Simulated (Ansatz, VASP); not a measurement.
**SiC: VASP beside Ansatz**

INCAR

```
SYSTEM = SiC
  PREC = Accurate
  ENCUT = 600
  EDIFF = 1E-6
  ISMEAR = -1
  SIGMA = 0.05
  LREAL = .False.
  LASPH = .True.
  NELM = 60
  ALGO = Normal
  ISIF = 3
  LWAVE = .False.
  LCHARG = .False.
  GGA = PS
  IVDW = 13
  IBRION = 2
  NSW = 60
  EDIFFG = -0.01
```

File KPOINTS:

```
regular mesh
0
Gamma
  10 10 2
  0 0 0
```

POSCAR

```
SiC
1.0
    3.0950000000      0.0000000000      0.0000000000
   -1.5475000000      2.6803486247      0.0000000000
    0.0000000000      0.0000000000     15.1700000000
Si C
6 6
Direct
    0.6666666667      0.3333333333      0.4583000000
    0.3333333333      0.6666666667      0.9583000000
    0.6666666667      0.3333333333      0.7917000000
    0.3333333333      0.6666666667      0.2917000000
    0.0000000000      0.0000000000      0.6250000000
    0.0000000000      0.0000000000      0.1250000000
    0.6666666667      0.3333333333      0.3333000000
    0.3333333333      0.6666666667      0.8333000000
    0.6666666667      0.3333333333      0.6667000000
    0.3333333333      0.6666666667      0.1667000000
    0.0000000000      0.0000000000      0.5000000000
    0.0000000000      0.0000000000      0.0000000000
```

The input input.yaml:

```yaml
crystal:
  lattice:
    - [3.095, 0.0, 0.0]
    - [-1.5475, 2.6803486247, 0.0]
    - [0.0, 0.0, 15.17]
  atoms:
    - { symbol: Si, position: [0.6666666667, 0.3333333333, 0.4583] }
    - { symbol: Si, position: [0.3333333333, 0.6666666667, 0.9583] }
    - { symbol: Si, position: [0.6666666667, 0.3333333333, 0.7917] }
    - { symbol: Si, position: [0.3333333333, 0.6666666667, 0.2917] }
    - { symbol: Si, position: [0.0, 0.0, 0.625] }
    - { symbol: Si, position: [0.0, 0.0, 0.125] }
    - { symbol: C, position: [0.6666666667, 0.3333333333, 0.3333] }
    - { symbol: C, position: [0.3333333333, 0.6666666667, 0.8333] }
    - { symbol: C, position: [0.6666666667, 0.3333333333, 0.6667] }
    - { symbol: C, position: [0.3333333333, 0.6666666667, 0.1667] }
    - { symbol: C, position: [0.0, 0.0, 0.5] }
    - { symbol: C, position: [0.0, 0.0, 0.0] }
hamiltonian:
  xc: pbesol
  pseudopotentials: { kind: paw }
  dispersion: d4
kpoints:
  mp_grid: { grid: [10, 10, 2] }
scf:
  occupations: { method: fermi_dirac, width: 0.05 }
output:
  forces: true
  stress: true
  write_density: true
  write_potential: true
  elf: true
  volumetric_format: npy
relax:
  f_tol: 0.01
  max_steps: 40
  cell: { stress_tol: 0.05 }
```

Alike in both runs: task relaxation of cell and atoms; functional PBEsol; dispersion D4; k mesh 10 × 10 × 2; occupations fermi-dirac, width 0.05 eV; no spin polarisation.

|  | VASP | Ansatz |
| --- | --- | --- |
| version | VASP 6.6.1 | Ansatz 0.2.0 |
| potentials or method | VASP PAW PBE potentials, release 64 (Si, C) | Ansatz PAW |
| plane-wave cutoff (eV) | 600 | 420 |
| valence electrons in the cell | 48 | 48 |

Ansatz gave:

```
gap on the k mesh at the Fermi level, each at its own relaxed structure (eV) : 1.92
relaxed volume (Å³/atom)                                                     : 10.22
relaxed cell length with the largest relative difference (Å)                 : 15.051
```

Estimate VASP's values.

gap on the k mesh at the Fermi level, each at its own relaxed structure (eV): 1.91; relaxed volume (Å³/atom): 10.23; relaxed cell length with the largest relative difference (Å): 15.059.

VASP's potentials were made for PBE, not for PBEsol.

Noted on Ansatz's run: the plane-wave basis is chosen anew once the cell has moved, so the energies of steps on either side of that aren't comparable.
